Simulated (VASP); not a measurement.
A run of VASP 6.6.1 is set up as follows.

The input INCAR:

```
PREC = Accurate
ENCUT = 520
EDIFF = 1E-6
ISMEAR = 1
SIGMA = 0.2
LREAL = F
LASPH = T
NELM = 60
ALGO = Normal
ISIF = 2
LWAVE = F
LCHARG = F
GGA = PE
NBANDS = 15
```

The input KPOINTS:

```
regular mesh
0
Gamma
  13 13 13
```

File POSCAR:

```
TiC
1.0
    0.0000000000      2.1593000000      2.1593000000
    2.1593000000      0.0000000000      2.1593000000
    2.1593000000      2.1593000000      0.0000000000
Ti C
1 1
Direct
    0.0000000000      0.0000000000      0.0000000000
    0.5000000000      0.5000000000      0.5000000000
```

Potentials or basis: VASP PAW PBE potentials, release 64 (Ti_sv, C).

Command:

```sh
$ cat potpaw_PBE.64/Ti_sv/POTCAR potpaw_PBE.64/C/POTCAR > POTCAR
$ mpirun -np 1 vasp_std > vasp.out
```

(1) Estimate the band gap on the k mesh.

(2) What does it give for the pressure?

## Answers

(1) zero (band 8 reaches 10.21 eV, above the bottom of band 9 at 9.13 eV).

(2) 2.7 GPa.
